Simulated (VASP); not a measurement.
# RuAu (Pm-3m) in VASP: notebook

The runs below take RuAu through single point, with PBE.

Everything below comes from runs of VASP 6.6.1. Logs are shortened: lines on timing, memory, paths and dates and some standing lists are left out, and cuts for length are marked.

**1. The cell of the first run**

It takes space group Pm-3m (No. 221, cubic). Conventional cell: a = 3.122 Å, b = 3.122 Å, c = 3.122 Å, α = 90.00°, β = 90.00°, γ = 90.00°. Ru (site symmetry m-3m) has 8 Au at 2.70 Å and 6 Ru at 3.12 Å within 3.6 Å. Within 3.6 Å of Au (site symmetry m-3m) lie 8 Ru at 2.70 Å and 6 Au at 3.12 Å.

**2. Single point, PBE**

INCAR reads:

```
SYSTEM = RuAu
  PREC = Accurate
  ENCUT = 520
  EDIFF = 1E-7
  ISMEAR = -1
  SIGMA = 0.05
  LREAL = .False.
  LASPH = .True.
  NELM = 60
  ALGO = Normal
  ISIF = 2
  LWAVE = .False.
  LCHARG = .False.
  GGA = PE
  NBANDS = 20
```

KPOINTS reads:

```
Automatic mesh
0
Gamma
  8 8 8
  0 0 0
```

POSCAR reads:

```
RuAu
1.0
    3.1220370540      0.0000000000      0.0000000000
    0.0000000000      3.1220370540      0.0000000000
    0.0000000000      0.0000000000      3.1220370540
Ru Au
1 1
Direct
    0.0000000000      0.0000000000      0.0000000000
    0.5000000000      0.5000000000      0.5000000000
```

Potentials or basis: VASP PAW PBE potentials, release 64 (Ru_pv, Au).

The run is started by

```
$ cat potpaw_PBE.64/Ru_pv/POTCAR potpaw_PBE.64/Au/POTCAR > POTCAR
$ mpirun -np 1 vasp_std > vasp.out
```

OUTCAR:

```text
SYSTEM = RuAu
   PREC = Accurate
   ENCUT = 520
   EDIFF = 1E-7
   ISMEAR = -1
   LREAL = .False.
   LASPH = .True.
   NELM = 60
   ISIF = 2
   GGA = PE

 ion  position               nearest neighbor table
   1  0.000  0.000  0.000-   2 2.70   2 2.70   2 2.70   2 2.70   2 2.70   2 2.70   2 2.70   2 2.70

   2  0.500  0.500  0.500-   1 2.70   1 2.70   1 2.70   1 2.70   1 2.70   1 2.70   1 2.70   1 2.70

  LATTYP: Found a simple cubic cell.
 ALAT       =     3.1220370540

  Lattice vectors:

 A1 = (   3.1220370540,   0.0000000000,   0.0000000000)
 A2 = (   0.0000000000,   3.1220370540,   0.0000000000)
 A3 = (   0.0000000000,   0.0000000000,   3.1220370540)

Analysis of symmetry for initial positions (statically):
=====================================================================
 Subroutine PRICEL returns:
 Original cell was already a primitive cell.

 Routine SETGRP: Setting up the symmetry group for a
 simple cubic supercell.

 Subroutine GETGRP returns: Found 48 space group operations
 (whereof 48 operations were pure point group operations)
 out of a pool of 48 trial point group operations.

The static configuration has the point symmetry O_h .

Analysis of symmetry for dynamics (positions and initial velocities):
=====================================================================
 Subroutine PRICEL returns:
 Original cell was already a primitive cell.

 Routine SETGRP: Setting up the symmetry group for a
 simple cubic supercell.

 Subroutine GETGRP returns: Found 48 space group operations
 (whereof 48 operations were pure point group operations)
 out of a pool of 48 trial point group operations.

The dynamic configuration has the point symmetry O_h .

 Subroutine INISYM returns: Found 48 space group operations
 (whereof 48 operations are pure point group operations),
 and found     1 'primitive' translations

----------------------------------------------------------------------------------------

                                     Primitive cell

  volume of cell :      30.4309

  direct lattice vectors                    reciprocal lattice vectors
     3.122037054  0.000000000  0.000000000     0.320303694  0.000000000  0.000000000
     0.000000000  3.122037054  0.000000000     0.000000000  0.320303694  0.000000000
     0.000000000  0.000000000  3.122037054     0.000000000  0.000000000  0.320303694

  length of vectors
[... 72 lines left out ...]
 SYSTEM =  RuAu
   PREC   = accura    normal or accurate (medium, high low for compatibility)
   ISTART =      0    job   : 0-new  1-cont  2-samecut
   ICHARG =      2    charge: 1-file 2-atom 10-const
   ISPIN  =      1    spin polarized calculation?
   LNONCOLLINEAR =      F non collinear calculations
   LSORBIT =      F    spin-orbit coupling
   LASPH  =      T    aspherical Exc in radial PAW
   ENCUT  =  520.0 eV  38.22 Ry    6.18 a.u.   5.80  5.80  5.80*2*pi/ulx,y,z
   NELM   =     60;   NELMIN=  2; NELMDL= -5     # of ELM steps
   EDIFF  = 0.1E-06   stopping-criterion for ELM
   LREAL  =      F    real-space projection
   EDIFFG = 0.1E-05   stopping-criterion for IOM
   NSW    =      0    number of steps for IOM
   IBRION =     -1    ionic relax: 0-MD 1-quasi-New 2-CG
   NFREE  =      0    steps in history (QN), initial steepest desc. (CG)
   ISIF   =      2    stress and relaxation
   ISYM   =      2    0-nonsym 1-usesym 2-fastsym
   POTIM  = 0.5000    time-step for ionic-motion
   TEBEG  =    0.0;   TEEND  =   0.0 temperature during run
   PSTRESS=    0.0 pullay stress
   NELECT =      25.0000    total number of electrons
   NUPDOWN=      -1.0000    fix difference up-down
   EMIN   =  10.00;   EMAX   =-10.00  energy-range for DOS
   EFERMI =   0.00;   METHOD = LEGACY
   ISMEAR =    -1;   SIGMA  =   0.05  broadening in eV -4-tet -1-fermi 0-gaus
   EFERMI_NEDOS =   21; number of points for ismear=-14 and -15
   IALGO  =     38    algorithm
   IMIX   =      4    mixing-type and parameters
     AMIX     =   0.40;   BMIX     =  1.00
     AMIX_MAG =   1.60;   BMIX_MAG =  1.00
  volume/ion in A,a.u.               =      15.22       102.68
  Fermi-wavevector in a.u.,A,eV,Ry     =   1.533263  2.897448 31.985893  2.350897
  Thomas-Fermi vector in A             =   2.640355
   LORBIT       =      0    0 simple, 1 ext, 2 COOP (PROOUT), +10 PAW based schemes
   GGA     = PE    functional components
   LHFCALC =     F    Hartree Fock is set to
   AEXX    =    0.0000 exact exchange contribution
   IVDW    =     0    specifies the selected vdW correction
   LEPSILON=     F    determine dielectric tensor
   LRPA    =     F    only Hartree local field effects (RPA)
 non-spin polarized calculation
  energy-cutoff  :      520.00
  volume of cell :       30.43
 maximum number of plane-waves:       840
 NGX is ok and might be reduce to    24
   NGX = 11   NGY = 11   NGZ = 11

 number of electron      24.9999993 magnetization

 Free energy of the ion-electron system (eV)
  ---------------------------------------------------
  ext. energy  EPLUGINS =         0.00000000
  ---------------------------------------------------
  free energy    TOTEN  =       -11.21253531 eV

  energy without entropy =      -11.18824913  energy(sigma->0) =      -11.20039222

 E-fermi :  11.0882     XC(G=0): -13.4131

 val. band max:       11.0730743490   @ k =   0.3750   0.1250   0.0000
 cond. band min:      11.1415678769   @ k =   0.3750   0.1250   0.1250
 fundamental gap:      0.0684935279
 Fermi energy:        11.0882132229

 k-point     1 :       0.0000    0.0000    0.0000
  band No.  band energies     occupation
      1     -31.4661      2.00000
      2     -31.4661      2.00000
      3     -31.4661      2.00000
      4       1.8005      2.00000
      5       4.1697      2.00000
      6       4.1697      2.00000
[... 541 lines left out ...]
     19      23.8951      0.00000
     20      24.4049      0.00000

 [... further k-points ...]
[... 5 lines left out ...]
  --------------------------------------------------------------------------------------
  -------------------------------------------------------------------------------------
  Total        1.8213618      1.8213618      1.8213618      0.0000000      0.0000000      0.0000000
  in kB       95.8942673     95.8942673     95.8942673      0.0000000      0.0000000      0.0000000
  external PRESSURE =      95.8942673 kB  Pullay stress =       0.0000000 kB

 VOLUME and BASIS-vectors are now :
 -----------------------------------------------------------------------------
  energy-cutoff  :      520.00
  volume of cell :       30.43
      direct lattice vectors                 reciprocal lattice vectors
     3.122037054  0.000000000  0.000000000     0.320303694  0.000000000  0.000000000
     0.000000000  3.122037054  0.000000000     0.000000000  0.320303694  0.000000000
     0.000000000  0.000000000  3.122037054     0.000000000  0.000000000  0.320303694

 POSITION                                       TOTAL-FORCE (eV/Angst)
 -----------------------------------------------------------------------------------
      0.00000      0.00000      0.00000         0.000000      0.000000      0.000000
      1.56102      1.56102      1.56102         0.000000      0.000000      0.000000
 -----------------------------------------------------------------------------------
    total drift:                                0.000000      0.000000     -0.000000

  FREE ENERGIE OF THE ION-ELECTRON SYSTEM (eV)
  ---------------------------------------------------
  free  energy   TOTEN  =       -11.2125353121 eV

  energy  without entropy=      -11.1882491304  energy(sigma->0) =      -11.20039222
```

Wall time 15 s (1 thread of Intel Xeon Platinum 8259CL at 2.50GHz (Skylake/Cascade Lake), shared host); peak memory 0.15 GiB.

What came out:

| Property | Result |
| --- | --- |
| Free energy | -11.2125 eV |
| Pressure | 9.6 GPa |

Levels at points of the mesh, in eV from the Fermi level:
```tsv
k point	band 9	band 10	band 11	band 12	band 13	band 14	band 15	band 16
(0.00, 0.00, 0.00)	-4.50	-1.20	-1.20	0.58	0.58	0.58	7.74	7.74
(0.50, 0.00, 0.00)	-3.78	-3.07	-1.82	-1.82	-1.76	-0.55	1.48	11.25
(0.50, 0.50, 0.00)	-2.39	-0.82	0.14	0.14	0.48	0.87	0.87	5.94
(0.50, 0.50, 0.50)	-3.75	-2.80	-2.80	0.55	0.55	3.56	8.92	9.12
```

Caveat: spin-orbit coupling is left out, which moves the levels of the heavy elements.

**3. Single point, PBE**

This run uses another cell than the first one, of 15.53 Å³/atom, 1.021 times its volume.

INCAR reads:

```
  PREC = Accurate
  ENCUT = 520
  EDIFF = 1E-6
  ISMEAR = -1
  SIGMA = 0.05
  LREAL = F
  LASPH = T
  NELM = 100
  ALGO = Fast
  ISIF = 2
  LWAVE = F
  LCHARG = F
  GGA = PE
  NBANDS = 20
```

KPOINTS reads:

```
Automatic mesh
0
Gamma
  8 8 8
```

POSCAR reads:

```
RuAu
1.0
    3.1435690244      0.0000000000      0.0000000000
    0.0000000000      3.1435690244      0.0000000000
    0.0000000000      0.0000000000      3.1435690244
Ru Au
1 1
Direct
    0.0000000000      0.0000000000      0.0000000000
    0.5000000000      0.5000000000      0.5000000000
```

Potentials or basis: VASP PAW PBE potentials, release 64 (Ru_pv, Au).

The run is started by

```
$ cat potpaw_PBE.64/Ru_pv/POTCAR potpaw_PBE.64/Au/POTCAR > POTCAR
$ mpirun -np 1 vasp_std > vasp.out
```

Run time: 16 s. Hardware: 1 thread of Intel Xeon Platinum 8259CL at 2.50GHz (Skylake/Cascade Lake), shared host; peak memory 0.15 GiB.

Results (log left out):

- Free energy: -11.2408 eV
- Pressure: 4.5 GPa

Levels at points of the mesh, in eV from the Fermi level:
```tsv
k point	band 9	band 10	band 11	band 12	band 13	band 14	band 15	band 16
(0.00, 0.00, 0.00)	-4.40	-1.17	-1.17	0.56	0.56	0.56	7.68	7.68
(0.50, 0.00, 0.00)	-3.70	-2.95	-1.75	-1.75	-1.75	-0.52	1.44	11.29
(0.50, 0.50, 0.00)	-2.35	-0.80	0.19	0.19	0.47	0.83	0.83	5.77
(0.50, 0.50, 0.50)	-3.63	-2.77	-2.77	0.54	0.54	3.48	8.76	8.99
```

Caveat: spin-orbit coupling is left out, which moves the levels of the heavy elements.
